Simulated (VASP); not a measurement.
A run of VASP 6.6.1 is set up as follows.

Contents of POSCAR:

```
Ti
1.0
    0.0000000000      2.0300000000      2.1924000000
    2.0300000000      0.0000000000      2.1924000000
    2.0300000000      2.0300000000      0.0000000000
Ti
1
Direct
    0.0000000000      0.0000000000      0.0000000000
```

File INCAR.step1:

```
SYSTEM = Ti
PREC = Accurate
ENCUT = 520
ISMEAR = 0
SIGMA = 0.15
LREAL = .False.
LASPH = .True.
NELM = 60
NBANDS = 12
GGA = PE
ALGO = Normal
EDIFF = 1E-4
LWAVE = .True.
LCHARG = .False.
```

INCAR.step2

```
SYSTEM = Ti
PREC = Accurate
ENCUT = 520
EDIFF = 1E-6
ISMEAR = 0
SIGMA = 0.15
LREAL = .False.
LASPH = .True.
NELM = 60
ALGO = Normal
ISIF = 2
LWAVE = .False.
LCHARG = .True.
METAGGA = R2SCAN
LMIXTAU = .True.
LELF = .True.
LVHAR = .True.
NBANDS = 12
ISTART = 1
```

The input KPOINTS:

```
regular mesh
0
Gamma
  20 20 20
  0 0 0
```

Potentials or basis: VASP PAW PBE potentials, release 64 (Ti_sv).

Run with:

```bash
$ cat potpaw_PBE.64/Ti_sv/POTCAR > POTCAR
$ cp INCAR.step1 INCAR
$ mpirun -np 1 vasp_std > vasp.out
$ cp INCAR.step2 INCAR
$ mpirun -np 1 vasp_std > vasp.out
```

(1) What does it give for the pressure?

(2) Estimate the band gap on the k mesh.

## Answers

(1) -3.9 GPa.

(2) zero (band 6 reaches 8.62 eV, above the bottom of band 7 at 7.28 eV).

Caveat: the cell differs from its parent crystal (strain +0.000 along x and y, +0.080 along z); the PAW data sets were made with another functional, which shifts forces and pressure a little.
